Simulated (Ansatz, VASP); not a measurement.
## Li2O: VASP beside Ansatz

```
Li O
1.0
     0.00000    2.35480    2.35480
     2.35480    0.00000    2.35480
     2.35480    2.35480    0.00000
Li O
2 1
Cartesian
  1.1774 1.1774 1.1774
  3.5322 3.5322 3.5322
  0.0000 0.0000 0.0000
```

Change from the starting cell: volume scaled by 1.06, PAW files.

Alike in both runs: task electric field gradients; functional PBEsol; k mesh 9 × 9 × 9; occupations fermi-dirac, width 0.03 eV; no spin polarisation.

|  | VASP | Ansatz |
| --- | --- | --- |
| version | VASP 6.6.1 | Ansatz 0.2.0 |
| potentials or method | VASP PAW PBE potentials, release 64 (Li_sv, O) | PAW with Ansatz's default frozen-core files, scalar-relativistic |
| plane-wave cutoff (eV) | 650 | 420 |
| valence electrons in the cell | 12 | 12 |

```csv
,VASP,Ansatz,Ansatz less VASP
gap on the k mesh at the Fermi level (eV),4.76,4.75,-0.010
pressure (GPa),-6.2,-5.9,+0.27
```

VASP's potentials were made for PBE, not for PBEsol.
